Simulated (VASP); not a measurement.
# S (Fmmm) in VASP: further runs

The runs below take S through single point, relaxation of cell and atoms, with PBE.

Program: VASP 6.6.1. These are calculated values, not measurements. Logs are shortened: lines on timing, memory, paths and dates and some standing lists are left out, and cuts for length are marked.

**1. The cell of the first run**

The structure is orthorhombic, space group Fmmm (No. 69). Conventional cell: a = 3.696 Å, b = 6.402 Å, c = 10.077 Å, α = 90.00°, β = 90.00°, γ = 90.00°. Within 2.8 Å of S (site symmetry m2m) lie 3 S at 2.13 Å.

**2. Single point, PBE**

File INCAR:

```
ALGO = Normal
EDIFF = 1E-7
ENCUT = 520
GGA = PE
ISIF = 2
ISMEAR = 0
LASPH = True
LCHARG = False
LREAL = False
LWAVE = False
NBANDS = 13
NELM = 100
PREC = Accurate
SIGMA = 0.1
```

File KPOINTS:

```
k-points
0
Gamma
  6 6 6
```

File POSCAR:

```
S
1.0
    0.0000000000      3.2008828057      5.0383430341
    1.8479943984      0.0000000000      5.0383430341
    1.8479943984      3.2008828057      0.0000000000
S
2
Direct
    0.1666700000      0.8333300000      0.1666700000
    0.8333300000      0.1666700000      0.8333300000
```

Potentials or basis: VASP PAW PBE potentials, release 64 (S).

Run with:

```
$ cat potpaw_PBE.64/S/POTCAR > POTCAR
$ mpirun -np 1 vasp_std > vasp.out
```

OUTCAR:

```text
EDIFF = 1E-7
   ENCUT = 520
   GGA = PE
   ISIF = 2
   ISMEAR = 0
   LASPH = True
   LREAL = False
   NELM = 100
   PREC = Accurate

 ion  position               nearest neighbor table
   1  0.167  0.833  0.167-   2 2.13   2 2.13   2 2.13
   2  0.833  0.167  0.833-   1 2.13   1 2.13   1 2.13

  LATTYP: Found a face centered orthorhombic cell.
 ALAT       =     3.6959887968
 B/A-ratio  =     1.7320846906
 C/A-ratio  =     2.7263843648

  Lattice vectors:

 A1 = (   0.0000000000,   3.2008828057,   5.0383430341)
 A2 = (   1.8479943984,   0.0000000000,   5.0383430341)
 A3 = (   1.8479943984,   3.2008828057,   0.0000000000)

Analysis of symmetry for initial positions (statically):
=====================================================================
 Subroutine PRICEL returns:
 Original cell was already a primitive cell.

 Routine SETGRP: Setting up the symmetry group for a
 face centered orthorhombic supercell.

 Subroutine GETGRP returns: Found  8 space group operations
 (whereof  8 operations were pure point group operations)
 out of a pool of  8 trial point group operations.

The static configuration has the point symmetry D_2h.

Analysis of symmetry for dynamics (positions and initial velocities):
=====================================================================
 Subroutine PRICEL returns:
 Original cell was already a primitive cell.

 Routine SETGRP: Setting up the symmetry group for a
 face centered orthorhombic supercell.

 Subroutine GETGRP returns: Found  8 space group operations
 (whereof  8 operations were pure point group operations)
 out of a pool of  8 trial point group operations.

The dynamic configuration has the point symmetry D_2h.

 Subroutine INISYM returns: Found  8 space group operations
 (whereof  8 operations are pure point group operations),
 and found     1 'primitive' translations

----------------------------------------------------------------------------------------

                                     Primitive cell

  volume of cell :      59.6057

  direct lattice vectors                    reciprocal lattice vectors
     0.000000000  3.200882806  5.038343034    -0.270563591  0.156206906  0.099238975
     1.847994398  0.000000000  5.038343034     0.270563591 -0.156206906  0.099238975
     1.847994398  3.200882806  0.000000000     0.270563591  0.156206906 -0.099238975

  length of vectors
     5.969133209  5.366561639  3.696043024     0.327801202  0.327801202  0.327801202

[... 85 lines left out ...]
   NFREE  =      0    steps in history (QN), initial steepest desc. (CG)
   ISIF   =      2    stress and relaxation
   ISYM   =      2    0-nonsym 1-usesym 2-fastsym
   POTIM  = 0.5000    time-step for ionic-motion
   TEBEG  =    0.0;   TEEND  =   0.0 temperature during run
   PSTRESS=    0.0 pullay stress
   NELECT =      12.0000    total number of electrons
   NUPDOWN=      -1.0000    fix difference up-down
   EMIN   =  10.00;   EMAX   =-10.00  energy-range for DOS
   EFERMI =   0.00;   METHOD = LEGACY
   ISMEAR =     0;   SIGMA  =   0.10  broadening in eV -4-tet -1-fermi 0-gaus
   EFERMI_NEDOS =   21; number of points for ismear=-14 and -15
   IALGO  =     38    algorithm
   IMIX   =      4    mixing-type and parameters
     AMIX     =   0.40;   BMIX     =  1.00
     AMIX_MAG =   1.60;   BMIX_MAG =  1.00
  volume/ion in A,a.u.               =      29.80       201.12
  Fermi-wavevector in a.u.,A,eV,Ry     =   0.959487  1.813168 12.525737  0.920616
  Thomas-Fermi vector in A             =   2.088688
   LORBIT       =      0    0 simple, 1 ext, 2 COOP (PROOUT), +10 PAW based schemes
   GGA     = PE    functional components
   LHFCALC =     F    Hartree Fock is set to
   AEXX    =    0.0000 exact exchange contribution
   IVDW    =     0    specifies the selected vdW correction
   LEPSILON=     F    determine dielectric tensor
   LRPA    =     F    only Hartree local field effects (RPA)
 non-spin polarized calculation
 Gauss-broadening in eV      SIGMA  =   0.10
  energy-cutoff  :      520.00
  volume of cell :       59.61
 maximum number of plane-waves:      1624
 NGX is ok and might be reduce to    48
   NGX = 23   NGY = 19   NGZ = 13

 number of electron      11.9999999 magnetization

 Free energy of the ion-electron system (eV)
  ---------------------------------------------------
  ext. energy  EPLUGINS =         0.00000000
  ---------------------------------------------------
  free energy    TOTEN  =        -6.23050843 eV

  energy without entropy =       -6.22106283  energy(sigma->0) =       -6.22578563

 E-fermi :   1.8961     XC(G=0):  -7.1970

 val. band max:        1.7847243899   @ k =  -0.3333   0.5000   0.1667
 cond. band min:       1.9482681661   @ k =   0.5000  -0.3333   0.1667
 fundamental gap:      0.1635437762
 Fermi energy:         1.8961474856

 k-point     1 :       0.0000    0.0000    0.0000
  band No.  band energies     occupation
      1     -15.9076      2.00000
      2      -5.3105      2.00000
      3      -4.6535      2.00000
      4      -4.6513      2.00000
      5      -3.6115      2.00000
      6       1.5845      1.99999
      7       1.5919      1.99998
      8       3.6453      0.00000
      9       4.7948      0.00000
     10      10.2714      0.00000
     11      10.9990      0.00000
     12      11.1784      0.00000
     13      14.4217      0.00000
[... 354 lines left out ...]
  band No.  band energies     occupation
      1     -15.5926      2.00000
      2      -7.8652      2.00000
      3      -4.9946      2.00000
      4      -3.5047      2.00000
      5      -2.3779      2.00000
      6       1.7826      1.89172
      7       2.5593      0.00000
      8       2.8193      0.00000
      9       6.7290      0.00000
     10      10.4117      0.00000
     11      10.5878      0.00000
     12      11.4218      0.00000
     13      11.4661      0.00000

 [... further k-points ...]
[... 5 lines left out ...]
  --------------------------------------------------------------------------------------
  -------------------------------------------------------------------------------------
  Total        5.3686170      5.3713321     -0.0473876      0.0000000      0.0000000      0.0000000
  in kB      144.3061535    144.3791346     -1.2737593      0.0000000      0.0000000      0.0000000
  external PRESSURE =      95.8038429 kB  Pullay stress =       0.0000000 kB

 VOLUME and BASIS-vectors are now :
 -----------------------------------------------------------------------------
  energy-cutoff  :      520.00
  volume of cell :       59.61
      direct lattice vectors                 reciprocal lattice vectors
     0.000000000  3.200882806  5.038343034    -0.270563591  0.156206906  0.099238975
     1.847994398  0.000000000  5.038343034     0.270563591 -0.156206906  0.099238975
     1.847994398  3.200882806  0.000000000     0.270563591  0.156206906 -0.099238975

 POSITION                                       TOTAL-FORCE (eV/Angst)
 -----------------------------------------------------------------------------------
      1.84799      1.06698      5.03834         0.000000      0.001638      0.000000
      1.84799      5.33478      5.03834         0.000000     -0.001638      0.000000
 -----------------------------------------------------------------------------------
    total drift:                               -0.000000     -0.000000     -0.000000

  FREE ENERGIE OF THE ION-ELECTRON SYSTEM (eV)
  ---------------------------------------------------
  free  energy   TOTEN  =        -6.2305084299 eV

  energy  without entropy=       -6.2210628291  energy(sigma->0) =       -6.22578563
```

stdout:

```text
POSCAR found type information on POSCAR S
 POSCAR found :  1 types and       2 ions
 scaLAPACK will be used
 LDA part: xc-table for (Slater+PW92), standard interpolation
 POSCAR, INCAR and KPOINTS ok, starting setup
 FFT: planning ... GRIDC
 FFT: planning ... GRID_SOFT
 FFT: planning ... GRID
 WAVECAR not read
 entering main loop
```

Wall time 15 s (1 thread of Intel Xeon 6975P-C (Granite Rapids), shared host); peak memory 0.21 GiB.

Results:

```yaml
Free_energy: -6.2305 eV
Pressure: 9.6 GPa
Band_gap_on_the_k_mesh: zero (band 6 reaches 2.46 eV, above the bottom of band 7 at 1.59 eV)
```

**3. Single point, PBE**

This run uses another cell than the first one, of 38.02 Å³/atom, 1.276 times its volume.

File INCAR:

```
SYSTEM = S
PREC     = Accurate       ! precision mode
ENCUT    = 520            ! plane-wave cutoff, eV
EDIFF    = 1E-7           ! SCF threshold, eV
ISMEAR   = 0              ! smearing method
SIGMA    = 0.1            ! smearing width, eV
LREAL    = .FALSE.        ! projectors in reciprocal space
LASPH    = .TRUE.         ! aspherical terms in the spheres
NELM     = 100            ! most SCF steps
ALGO     = Normal         ! electronic algorithm
ISIF     = 2              ! what is computed and relaxed
LWAVE    = .FALSE.        ! write WAVECAR
LCHARG   = .FALSE.        ! write CHGCAR
GGA      = PE             ! functional
NBANDS   = 13             ! bands
```

File KPOINTS:

```
regular mesh
0
G
  6 6 6
  0 0 0
```

File POSCAR:

```
S
1.0
    0.0000000000      3.7635402565      4.8980227298
    2.0622395541      0.0000000000      4.8980227298
    2.0622395541      3.7635402565      0.0000000000
S
2
Direct
    0.2206409621      0.7793590379      0.2206409621
    0.7793590379      0.2206409621      0.7793590379
```

Potentials or basis: VASP PAW PBE potentials, release 64 (S).

Run with:

```
$ cat potpaw_PBE.64/S/POTCAR > POTCAR
$ mpirun -np 1 vasp_std > vasp.out
```

Wall time 16 s (1 thread of Intel Xeon 6975P-C (Granite Rapids), shared host); peak memory 0.23 GiB.

It converged, with:

| Item | Value |
| --- | --- |
| Free energy | -7.0885 eV |
| Pressure | 0.0 GPa |
| Band gap on the k mesh | zero (band 6 reaches 0.77 eV, above the bottom of band 7 at -1.18 eV) |

Stress tensor (GPa, compression positive):
```
-0.07  0.00  0.00
 0.00  0.16  0.00
 0.00  0.00 -0.06
```

Levels at points of the mesh, in eV from the Fermi level:
| k point | band 4 | band 5 | band 6 | band 7 | band 8 | band 9 |
| --- | --- | --- | --- | --- | --- | --- |
| (0.00, 0.00, 0.00) | -3.85 | -2.59 | -0.34 | 1.31 | 3.90 | 5.08 |
| (0.50, 0.00, 0.00) | -2.26 | -2.16 | -1.99 | 1.95 | 2.03 | 7.25 |
| (0.50, 0.50, 0.00) | -4.17 | -2.57 | -0.32 | 1.42 | 5.03 | 6.40 |
| (0.50, 0.00, 0.50) | -4.14 | -3.55 | 0.95 | 1.63 | 5.81 | 6.68 |
| (0.00, 0.50, 0.50) | -4.10 | -3.81 | 1.01 | 1.63 | 5.45 | 6.66 |

**4. Relaxation of cell and atoms, PBE**

File INCAR:

```
SYSTEM = S
PREC = Accurate ; ENCUT = 600
EDIFF = 1E-6 ; ISMEAR = 0
SIGMA = 0.1 ; LREAL = .False.
LASPH = .True. ; NELM = 100
ALGO = Normal ; ISIF = 3
LWAVE = .False. ; LCHARG = .False.
GGA = PE ; IBRION = 2
NSW = 90 ; EDIFFG = -0.04
```

File KPOINTS:

```
Automatic mesh
0
Gamma
  6 6 6
  0 0 0
```

File POSCAR:

```
S
1.0
    0.0000000000      3.2008828057      5.0383430341
    1.8479943984      0.0000000000      5.0383430341
    1.8479943984      3.2008828057      0.0000000000
S
2
Direct
    0.1666700000      0.8333300000      0.1666700000
    0.8333300000      0.1666700000      0.8333300000
```

Run with:

```
$ cat potpaw_PBE.64/S/POTCAR > POTCAR
$ mpirun -np 1 vasp_std > vasp.out
```

It took 48 s on 1 thread of Intel Xeon 6975P-C (Granite Rapids), shared host; peak memory 0.25 GiB.

Results (log left out):

* Free energy: -6.6445 eV
* Relaxed volume: 35.25 Å³/atom
* Relaxed cell: a = 6.122 Å, b = 5.422 Å, c = 4.021 Å, α = 79.32°, β = 60.49°, γ = 40.20°
* Space group after relaxing (to 0.05 Å): Fmmm (No. 69)
* Energy gained by relaxing: 206.7 meV/atom
* Ionic steps: 4
* Pressure after relaxing: -0.1 GPa
* Largest force after relaxing: 0.010 eV/Å
* Band gap on the k mesh: zero (band 6 reaches 0.56 eV, above the bottom of band 7 at 0.18 eV)

Forces in eV/Å, atoms in the order of the input:
```
S    0.000  0.010  0.000
S    0.000 -0.010  0.000
```

The path:
```csv
step,energy change (eV),largest force (eV/Å),pressure (GPa),volume (Å³)
1,0.0000,0.0016,9.60,59.61
2,-0.3225,0.0142,-3.23,76.00
3,-0.4127,0.0098,0.30,70.00
4,-0.4133,0.0101,-0.08,70.50
```

Final structure:
```
S
1.0
     0.00000    3.48221    5.03520
     2.01034    0.00000    5.03520
     2.01034    3.48221    0.00000
S
2
Direct
  0.16668 0.83332 0.16668
  0.83332 0.16668 0.83332
```

Levels at points of the mesh, in eV from the Fermi level:
| k point | band 4 | band 5 | band 6 | band 7 | band 8 | band 9 |
| --- | --- | --- | --- | --- | --- | --- |
| (0.00, 0.00, 0.00) | -5.42 | -4.19 | -0.09 | -0.08 | 0.97 | 3.65 |
| (0.50, 0.00, 0.00) | -3.34 | -2.92 | -1.43 | 2.30 | 3.43 | 6.51 |
| (0.50, 0.50, 0.00) | -5.42 | -4.47 | -0.09 | -0.09 | 1.00 | 6.39 |
| (0.50, 0.00, 0.50) | -3.33 | -2.81 | -1.38 | 2.30 | 3.43 | 6.11 |
| (0.00, 0.50, 0.50) | -3.33 | -3.02 | -1.48 | 2.30 | 3.43 | 6.64 |

Caveat: the volume moved by over 15 % at a fixed basis, so the end points are rough.

**5. Summary**

| task | cell | cutoff (eV) | gap on the mesh (eV) | pressure (GPa) |
| --- | --- | --- | --- | --- |
| single point | a = 5.969, b = 5.367, c = 3.696 Å, angles 80.1, 62.3, 37.6°, 2 atoms | 520 | none | 9.6 |
| single point | a = 6.177, b = 5.314, c = 4.292 Å, angles 79.3, 57.7, 43.0°, 2 atoms | 520 | none | 0.0 |
| relaxation of cell and atoms | relaxed from a = 5.969, b = 5.367, c = 3.696 Å, angles 80.1, 62.3, 37.6°, 2 atoms | 600 | none | -0.1 |

Alike in all rows: level PBE; potentials or basis VASP PAW PBE potentials, release 64 (S); no spin polarisation; k mesh 6 × 6 × 6; smearing gaussian 0.1 eV.

Caveats: the volume moved by over 15 % at a fixed basis, so the end points are rough (some runs).

Total energies depend on the potentials used, so only differences within one code and one set of settings carry meaning.
